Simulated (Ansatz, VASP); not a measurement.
**One calculation of Cs, two programs**

```
Cs
1.0
     0.00000    3.63643    3.63643
     3.63643    0.00000    3.63643
     3.63643    3.63643    0.00000
Cs
1
Direct
  0.00000 0.00000 0.00000
```

Alike in both runs: task single point; functional LDA; k mesh 9 × 9 × 9; occupations fermi-dirac, width 0.1 eV; no spin polarisation.

|  | VASP | Ansatz |
| --- | --- | --- |
| version | VASP 6.6.1 | Ansatz 0.2.0 |
| potentials or method | VASP PAW LDA potentials, release 64 (Cs_sv), cutoff 520 eV | plane waves (420 eV) with PAW, scalar-relativistic |
| valence electrons in the cell | 9 | 9 |

|  | VASP | Ansatz | Ansatz less VASP |
| --- | --- | --- | --- |
| pressure (GPa) | 0.0 | 0.0 | +0.01 |

Ansatz warns that its potentials were made for another functional, while VASP's fit it. LDA's correlation is that of Perdew and Zunger in VASP and of Perdew and Wang (1992) in Ansatz.

Spin-orbit coupling is off throughout.
